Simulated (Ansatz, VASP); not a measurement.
## Zr3ZnN2 in VASP and in Ansatz

```
Zr Zn N
1.0
     5.97313    0.00000    0.00000
    -2.98656    5.17288    0.00000
     0.00000    0.00000    3.09521
Zr Zn N
3 1 2
Direct
  0.50000 0.00000 0.00000
  0.00000 0.50000 0.00000
  0.50000 0.50000 0.00000
  0.00000 0.00000 0.00000
  0.33333 0.66667 0.50000
  0.66667 0.33333 0.50000
```

Alike in both runs: functional PBE; k mesh 3 × 3 × 6; occupations gaussian, width 0.1 eV; no spin polarisation.

Ansatz relaxed the structure, and its values are those at the end. VASP's run is a single point on that final structure, the one shown.

|  | VASP | Ansatz |
| --- | --- | --- |
| version | VASP 6.6.1 | Ansatz 0.2.0 |
| potentials or method | VASP PAW PBE potentials, release 64 (Zr_sv, Zn, N), cutoff 520 eV | scalar-relativistic, plane waves, PAW |
| valence electrons in the cell | 58 | 58 |

VASP gave:

```
gap on the k mesh at the Fermi level (eV) : none
pressure (GPa)                            : 0.2
```

Task: Estimate Ansatz's values.

Result: gap on the k mesh at the Fermi level (eV): none; pressure (GPa): 0.0.

A gap of «none» marks a metal or a gap that the smearing closes.

The k mesh is coarse, so the values compare programs but aren't converged.
